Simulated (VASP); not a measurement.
# Si (P6/mmm) in VASP: notebook

Si is run at these levels: PBE; tasks: single point, relaxation of cell and atoms.

Everything below comes from runs of VASP 6.6.1. Logs are shortened: lines on timing, memory, paths and dates and some standing lists are left out, and cuts for length are marked.

### Step 1. The cell of the first run

The structure is hexagonal, space group P6/mmm (No. 191). The conventional cell has a = 3.959 Å, b = 3.959 Å, c = 2.288 Å, α = 90.00°, β = 90.00°, γ = 120.00°. Within 3.0 Å of Si (site symmetry -6m2) lie 5 Si at 2.29 Å.

The cell was built from a structure type or drawn by symmetry, and may not be a known phase.

### Step 2. Single point, PBE

Input file INCAR:

```
PREC = Accurate ; ENCUT = 520
EDIFF = 1E-7 ; ISMEAR = 0
SIGMA = 0.1 ; LREAL = F
LASPH = T ; NELM = 60
ALGO = Normal ; ISIF = 2
LWAVE = F ; LCHARG = F
GGA = PE ; NBANDS = 11
```

Input file KPOINTS:

```
regular mesh
0
Gamma
  6 6 8
```

Input file POSCAR:

```
Si
1.0
    3.9592112100      0.0000000000      0.0000000000
   -1.9796056100      3.4287774900      0.0000000000
    0.0000000000      0.0000000000      2.2877225100
Si
2
Direct
    0.3333333300      0.6666666700      0.5000000000
    0.6666666700      0.3333333300      0.5000000000
```

Potentials or basis: VASP PAW PBE potentials, release 64 (Si).

The run is started by

```
$ cat potpaw_PBE.64/Si/POTCAR > POTCAR
$ mpirun -np 1 vasp_std > vasp.out
```

OUTCAR:

```text
PREC = Accurate
   ENCUT = 520
   EDIFF = 1E-7
   ISMEAR = 0
   LREAL = F
   LASPH = T
   NELM = 60
   ISIF = 2
   GGA = PE

 ion  position               nearest neighbor table
   1  0.333  0.667  0.500-   2 2.29   2 2.29   2 2.29
   2  0.667  0.333  0.500-   1 2.29   1 2.29   1 2.29

  LATTYP: Found a hexagonal cell.
 ALAT       =     3.9592112100
 C/A-ratio  =     0.5778228007

  Lattice vectors:

 A1 = (   3.9592112100,   0.0000000000,   0.0000000000)
 A2 = (  -1.9796056100,   3.4287774900,   0.0000000000)
 A3 = (   0.0000000000,   0.0000000000,   2.2877225100)

Analysis of symmetry for initial positions (statically):
=====================================================================
 Subroutine PRICEL returns:
 Original cell was already a primitive cell.

 Routine SETGRP: Setting up the symmetry group for a
 hexagonal supercell.

 Subroutine GETGRP returns: Found 24 space group operations
 (whereof 24 operations were pure point group operations)
 out of a pool of 24 trial point group operations.

The static configuration has the point symmetry D_6h.

Analysis of symmetry for dynamics (positions and initial velocities):
=====================================================================
 Subroutine PRICEL returns:
 Original cell was already a primitive cell.

 Routine SETGRP: Setting up the symmetry group for a
 hexagonal supercell.

 Subroutine GETGRP returns: Found 24 space group operations
 (whereof 24 operations were pure point group operations)
 out of a pool of 24 trial point group operations.

The dynamic configuration has the point symmetry D_6h.

 Subroutine INISYM returns: Found 24 space group operations
 (whereof 24 operations are pure point group operations),
 and found     1 'primitive' translations

----------------------------------------------------------------------------------------

                                     Primitive cell

  volume of cell :      31.0564

  direct lattice vectors                    reciprocal lattice vectors
     3.959211210  0.000000000  0.000000000     0.252575563  0.145824569  0.000000000
    -1.979605610  3.428777490  0.000000000     0.000000000  0.291649138  0.000000000
     0.000000000  0.000000000  2.287722510     0.000000000  0.000000000  0.437115951

  length of vectors
     3.959211210  3.959211215  2.287722510     0.291649139  0.291649138  0.437115951
[... 87 lines left out ...]
   ISIF   =      2    stress and relaxation
   ISYM   =      2    0-nonsym 1-usesym 2-fastsym
   POTIM  = 0.5000    time-step for ionic-motion
   TEBEG  =    0.0;   TEEND  =   0.0 temperature during run
   PSTRESS=    0.0 pullay stress
   NELECT =       8.0000    total number of electrons
   NUPDOWN=      -1.0000    fix difference up-down
   EMIN   =  10.00;   EMAX   =-10.00  energy-range for DOS
   EFERMI =   0.00;   METHOD = LEGACY
   ISMEAR =     0;   SIGMA  =   0.10  broadening in eV -4-tet -1-fermi 0-gaus
   EFERMI_NEDOS =   21; number of points for ismear=-14 and -15
   IALGO  =     38    algorithm
   IMIX   =      4    mixing-type and parameters
     AMIX     =   0.40;   BMIX     =  1.00
     AMIX_MAG =   1.60;   BMIX_MAG =  1.00
  volume/ion in A,a.u.               =      15.53       104.79
  Fermi-wavevector in a.u.,A,eV,Ry     =   1.041648  1.968430 14.762742  1.085031
  Thomas-Fermi vector in A             =   2.176278
   LORBIT       =      0    0 simple, 1 ext, 2 COOP (PROOUT), +10 PAW based schemes
   GGA     = PE    functional components
   LHFCALC =     F    Hartree Fock is set to
   AEXX    =    0.0000 exact exchange contribution
   IVDW    =     0    specifies the selected vdW correction
   LEPSILON=     F    determine dielectric tensor
   LRPA    =     F    only Hartree local field effects (RPA)
 non-spin polarized calculation
 Gauss-broadening in eV      SIGMA  =   0.10
  energy-cutoff  :      520.00
  volume of cell :       31.06
 maximum number of plane-waves:       855
 NGX is ok and might be reduce to    30
   NGX = 15   NGY = 15   NGZ =  9

 number of electron       7.9999999 magnetization

 Free energy of the ion-electron system (eV)
  ---------------------------------------------------
  ext. energy  EPLUGINS =         0.00000000
  ---------------------------------------------------
  free energy    TOTEN  =        -9.26422166 eV

  energy without entropy =       -9.25602328  energy(sigma->0) =       -9.26012247

 E-fermi :   8.5160     XC(G=0): -10.4905

 val. band max:        8.5091454822   @ k =   0.3333   0.0000   0.5000
 cond. band min:       8.6715245693   @ k =   0.3333   0.0000   0.3750
 fundamental gap:      0.1623790870
 Fermi energy:         8.5159872901

 k-point     1 :       0.0000    0.0000    0.0000
  band No.  band energies     occupation
      1      -5.5016      2.00000
      2       4.6382      2.00000
      3       4.6382      2.00000
      4       4.9730      2.00000
      5       8.9971      0.00000
      6       8.9971      0.00000
      7      13.6000      0.00000
      8      20.0352      0.00000
      9      20.2045      0.00000
     10      27.8403      0.00000
     11      27.8551      0.00000
[... 309 lines left out ...]
 k-point    24 :       0.3333    0.0000    0.3750
  band No.  band energies     occupation
      1      -0.5573      2.00000
      2       3.3429      2.00000
      3       5.8785      2.00000
      4       6.9662      2.00000
      5       8.6715      0.02783
      6      11.4390      0.00000
      7      14.3598      0.00000
      8      15.8062      0.00000
      9      15.9222      0.00000
     10      18.0668      0.00000
     11      22.3559      0.00000

 [... further k-points ...]

------------------------ aborting loop because EDIFF is reached ----------------------------------------

  FORCE on cell =-STRESS in cart. coord.  units (eV):
  Direction    XX          YY          ZZ          XY          YZ          ZX
  --------------------------------------------------------------------------------------
  -------------------------------------------------------------------------------------
  Total        4.7751889      4.7751889      9.2010171     -0.0000000      0.0000000     -0.0000000
  in kB      246.3484417    246.3484422    474.6736267     -0.0000004      0.0000000     -0.0000000
  external PRESSURE =     322.4568369 kB  Pullay stress =       0.0000000 kB

 VOLUME and BASIS-vectors are now :
 -----------------------------------------------------------------------------
  energy-cutoff  :      520.00
  volume of cell :       31.06
      direct lattice vectors                 reciprocal lattice vectors
     3.959211210  0.000000000  0.000000000     0.252575563  0.145824569  0.000000000
    -1.979605610  3.428777490  0.000000000     0.000000000  0.291649138  0.000000000
     0.000000000  0.000000000  2.287722510     0.000000000  0.000000000  0.437115951

 POSITION                                       TOTAL-FORCE (eV/Angst)
 -----------------------------------------------------------------------------------
     -0.00000      2.28585      1.14386        -0.000000     -0.000000      0.000000
      1.97961      1.14293      1.14386         0.000000      0.000000      0.000000
 -----------------------------------------------------------------------------------
    total drift:                               -0.000000      0.000000      0.000000

  FREE ENERGIE OF THE ION-ELECTRON SYSTEM (eV)
  ---------------------------------------------------
  free  energy   TOTEN  =        -9.2642216618 eV

  energy  without entropy=       -9.2560232796  energy(sigma->0) =       -9.26012247
```

stdout:

```text
POSCAR found type information on POSCAR Si
 POSCAR found :  1 types and       2 ions
 scaLAPACK will be used
 LDA part: xc-table for (Slater+PW92), standard interpolation
 POSCAR, INCAR and KPOINTS ok, starting setup
 FFT: planning ... GRIDC
 FFT: planning ... GRID_SOFT
 FFT: planning ... GRID
 WAVECAR not read
 entering main loop
```

Run time: 16 s. Hardware: 1 thread of Intel Xeon 8259CL, shared host; peak memory 0.14 GiB.

What came out:

```
Free energy            : -9.2642 eV
Pressure               : 32.2 GPa
Band gap on the k mesh : zero (bands 4 and 5 overlap by 4.35 eV)
```

Caveat: the cell stands under pressure.

### Step 3. Single point, PBE

This run uses another cell than the first one, of 19.59 Å³/atom.

Input file INCAR:

```
  PREC = Accurate
  ENCUT = 520
  EDIFF = 1E-6
  ISMEAR = 0
  SIGMA = 0.1
  LREAL = False
  LASPH = True
  NELM = 80
  ALGO = Normal
  ISIF = 2
  LWAVE = False
  LCHARG = False
  GGA = PE
  NBANDS = 11
```

KPOINTS is that of step 2.

Input file POSCAR:

```
Si
1.0
    4.0642501826      0.0000000030      0.0000000000
   -2.0321250938      3.5197439039      0.0000000000
    0.0000000000      0.0000000000      2.7386392872
Si
2
Direct
    0.3333333333      0.6666666667      0.5000000000
    0.6666666667      0.3333333333      0.5000000000
```

Potentials or basis: VASP PAW PBE potentials, release 64 (Si).

The run is started by

```
$ cat potpaw_PBE.64/Si/POTCAR > POTCAR
$ mpirun -np 1 vasp_std > vasp.out
```

OUTCAR:

```text
PREC = Accurate
   ENCUT = 520
   EDIFF = 1E-6
   ISMEAR = 0
   LREAL = False
   LASPH = True
   NELM = 80
   ISIF = 2
   GGA = PE

 ion  position               nearest neighbor table
   1  0.333  0.667  0.500-   2 2.35   2 2.35   2 2.35
   2  0.667  0.333  0.500-   1 2.35   1 2.35   1 2.35

  LATTYP: Found a hexagonal cell.
 ALAT       =     4.0642501826
 C/A-ratio  =     0.6738362955

  Lattice vectors:

 A1 = (   4.0642501826,   0.0000000030,   0.0000000000)
 A2 = (  -2.0321250938,   3.5197439039,   0.0000000000)
 A3 = (   0.0000000000,   0.0000000000,   2.7386392872)

Analysis of symmetry for initial positions (statically):
=====================================================================
 Subroutine PRICEL returns:
 Original cell was already a primitive cell.

 Routine SETGRP: Setting up the symmetry group for a
 hexagonal supercell.

 Subroutine GETGRP returns: Found 24 space group operations
 (whereof 24 operations were pure point group operations)
 out of a pool of 24 trial point group operations.

The static configuration has the point symmetry D_6h.

Analysis of symmetry for dynamics (positions and initial velocities):
=====================================================================
 Subroutine PRICEL returns:
 Original cell was already a primitive cell.

 Routine SETGRP: Setting up the symmetry group for a
 hexagonal supercell.

 Subroutine GETGRP returns: Found 24 space group operations
 (whereof 24 operations were pure point group operations)
 out of a pool of 24 trial point group operations.

The dynamic configuration has the point symmetry D_6h.

 Subroutine INISYM returns: Found 24 space group operations
 (whereof 24 operations are pure point group operations),
 and found     1 'primitive' translations

----------------------------------------------------------------------------------------

                                     Primitive cell

  volume of cell :      39.1766

  direct lattice vectors                    reciprocal lattice vectors
     4.064250183  0.000000003  0.000000000     0.246047845  0.142055790  0.000000000
    -2.032125094  3.519743904  0.000000000    -0.000000000  0.284111579  0.000000000
     0.000000000  0.000000000  2.738639287     0.000000000  0.000000000  0.365144838

  length of vectors
     4.064250183  4.064250182  2.738639287     0.284111579  0.284111579  0.365144838

  position of ions in fractional coordinates (direct lattice)
     0.333333333  0.666666667  0.500000000
     0.666666667  0.333333333  0.500000000

  ion indices of the primitive-cell ions
   primitive index   ion index
                 1           1
                 2           2

----------------------------------------------------------------------------------------

 KPOINTS: regular mesh

Automatic generation of k-mesh.
 Grid dimensions read from file:
 generate k-points for:    6    6    8

 Generating k-lattice:

  Cartesian coordinates                     Fractional coordinates (reciprocal lattice)
     0.041007974  0.023675965  0.000000000     0.166666667 -0.000000000  0.000000000
    -0.000000000  0.047351930  0.000000000     0.000000000  0.166666667  0.000000000
     0.000000000  0.000000000  0.045643105     0.000000000  0.000000000  0.125000000

  Length of vectors
     0.047351930  0.047351930  0.045643105

  Shift w.r.t. Gamma in fractional coordinates (k-lattice)
     0.000000000  0.000000000  0.000000000

 Subroutine IBZKPT returns following result:
 ===========================================

 Found     35 irreducible k-points:

 Following reciprocal coordinates:
            Coordinates               Weight
  0.000000  0.000000  0.000000      1.000000
  0.166667  0.000000  0.000000      6.000000
  0.333333  0.000000  0.000000      6.000000
  0.500000  0.000000  0.000000      3.000000
  0.166667  0.166667  0.000000      6.000000
  0.333333  0.166667  0.000000     12.000000
[... 16 lines left out ...]
  0.166667  0.000000  0.375000     12.000000
  0.333333  0.000000  0.375000     12.000000
 [... further k-points ...]
   k-points           NKPTS =     35   k-points in BZ     NKDIM =     35   number of bands    NBANDS=     11
   number of dos      NEDOS =    301   number of ions     NIONS =      2
   total plane-waves  NPLWV =  18000
   dimension x,y,z NGX =    30 NGY =   30 NGZ =   20
   dimension x,y,z NGXF=    60 NGYF=   60 NGZF=   40
   ions per type =               2
   NGX,Y,Z   is equivalent  to a cutoff of  12.27, 12.27, 12.14 a.u.
   NGXF,Y,Z  is equivalent  to a cutoff of  24.54, 24.54, 24.28 a.u.
 SYSTEM =  unknown system
   PREC   = accura    normal or accurate (medium, high low for compatibility)
   ISTART =      0    job   : 0-new  1-cont  2-samecut
   ICHARG =      2    charge: 1-file 2-atom 10-const
   ISPIN  =      1    spin polarized calculation?
   LNONCOLLINEAR =      F non collinear calculations
   LSORBIT =      F    spin-orbit coupling
   LASPH  =      T    aspherical Exc in radial PAW
   ENCUT  =  520.0 eV  38.22 Ry    6.18 a.u.   7.56  7.56  5.09*2*pi/ulx,y,z
   NELM   =     80;   NELMIN=  2; NELMDL= -5     # of ELM steps
   EDIFF  = 0.1E-05   stopping-criterion for ELM
   LREAL  =      F    real-space projection
   EDIFFG = 0.1E-04   stopping-criterion for IOM
   NSW    =      0    number of steps for IOM
   IBRION =     -1    ionic relax: 0-MD 1-quasi-New 2-CG
   NFREE  =      0    steps in history (QN), initial steepest desc. (CG)
   ISIF   =      2    stress and relaxation
   ISYM   =      2    0-nonsym 1-usesym 2-fastsym
   POTIM  = 0.5000    time-step for ionic-motion
   TEBEG  =    0.0;   TEEND  =   0.0 temperature during run
   PSTRESS=    0.0 pullay stress
   NELECT =       8.0000    total number of electrons
   NUPDOWN=      -1.0000    fix difference up-down
   EMIN   =  10.00;   EMAX   =-10.00  energy-range for DOS
   EFERMI =   0.00;   METHOD = LEGACY
   ISMEAR =     0;   SIGMA  =   0.10  broadening in eV -4-tet -1-fermi 0-gaus
   EFERMI_NEDOS =   21; number of points for ismear=-14 and -15
   IALGO  =     38    algorithm
   IMIX   =      4    mixing-type and parameters
     AMIX     =   0.40;   BMIX     =  1.00
     AMIX_MAG =   1.60;   BMIX_MAG =  1.00
  volume/ion in A,a.u.               =      19.59       132.19
  Fermi-wavevector in a.u.,A,eV,Ry     =   0.964042  1.821776 12.644947  0.929377
  Thomas-Fermi vector in A             =   2.093640
   LORBIT       =      0    0 simple, 1 ext, 2 COOP (PROOUT), +10 PAW based schemes
   GGA     = PE    functional components
   LHFCALC =     F    Hartree Fock is set to
   AEXX    =    0.0000 exact exchange contribution
   IVDW    =     0    specifies the selected vdW correction
   LEPSILON=     F    determine dielectric tensor
   LRPA    =     F    only Hartree local field effects (RPA)
 non-spin polarized calculation
 Gauss-broadening in eV      SIGMA  =   0.10
  energy-cutoff  :      520.00
  volume of cell :       39.18
 maximum number of plane-waves:      1090
   NGX = 15   NGY = 15   NGZ = 11

 number of electron       8.0000000 magnetization

 Free energy of the ion-electron system (eV)
  ---------------------------------------------------
  ext. energy  EPLUGINS =         0.00000000
  ---------------------------------------------------
  free energy    TOTEN  =       -10.06414043 eV

  energy without entropy =      -10.05823005  energy(sigma->0) =      -10.06118524

 E-fermi :   6.3180     XC(G=0):  -9.5792

 val. band max:        6.1348733948   @ k =   0.3333   0.0000   0.3750
 cond. band min:       6.3352268693   @ k =   0.3333   0.1667   0.2500
 fundamental gap:      0.2003534745
 Fermi energy:         6.3180221005

 k-point     1 :       0.0000    0.0000    0.0000
  band No.  band energies     occupation
      1      -6.1295      2.00000
      2       3.4431      2.00000
      3       3.4431      2.00000
      4       4.0082      2.00000
      5       7.5944      0.00000
      6       7.5944      0.00000
      7      11.4218      0.00000
      8      11.8747      0.00000
      9      14.3202      0.00000
     10      18.4439      0.00000
     11      21.0893      0.00000
[... 309 lines left out ...]
 k-point    24 :       0.3333    0.0000    0.3750
  band No.  band energies     occupation
      1      -2.6321      2.00000
      2       1.1425      2.00000
      3       2.8585      2.00000
      4       4.3133      2.00000
      5       6.1349      1.99041
      6       8.2083      0.00000
      7      11.5566      0.00000
      8      12.8756      0.00000
      9      12.9521      0.00000
     10      13.6855      0.00000
     11      18.4011      0.00000

 [... further k-points ...]

------------------------ aborting loop because EDIFF is reached ----------------------------------------

  FORCE on cell =-STRESS in cart. coord.  units (eV):
  Direction    XX          YY          ZZ          XY          YZ          ZX
  --------------------------------------------------------------------------------------
  -------------------------------------------------------------------------------------
  Total       -0.0096422     -0.0096422     -0.0272623     -0.0000000      0.0000000      0.0000000
  in kB       -0.3943285     -0.3943285     -1.1149273     -0.0000000      0.0000000      0.0000000
  external PRESSURE =      -0.6345281 kB  Pullay stress =       0.0000000 kB

 VOLUME and BASIS-vectors are now :
 -----------------------------------------------------------------------------
  energy-cutoff  :      520.00
  volume of cell :       39.18
      direct lattice vectors                 reciprocal lattice vectors
     4.064250183  0.000000003  0.000000000     0.246047845  0.142055790  0.000000000
    -2.032125094  3.519743904  0.000000000    -0.000000000  0.284111579  0.000000000
     0.000000000  0.000000000  2.738639287     0.000000000  0.000000000  0.365144838

 POSITION                                       TOTAL-FORCE (eV/Angst)
 -----------------------------------------------------------------------------------
     -0.00000      2.34650      1.36932        -0.000000      0.000000      0.000000
      2.03213      1.17325      1.36932         0.000000     -0.000000     -0.000000
 -----------------------------------------------------------------------------------
    total drift:                               -0.000000      0.000000      0.000000

  FREE ENERGIE OF THE ION-ELECTRON SYSTEM (eV)
  ---------------------------------------------------
  free  energy   TOTEN  =       -10.0641404251 eV

  energy  without entropy=      -10.0582300493  energy(sigma->0) =      -10.06118524
```

Wall time 14 s (1 thread of Intel Xeon 8259CL, shared host); peak memory 0.14 GiB.

Results:

* Free energy: -10.0641 eV
* Pressure: -0.1 GPa
* Band gap on the k mesh: zero (bands 4 and 5 overlap by 6.19 eV)

(Part 1 of 2 ends here.)
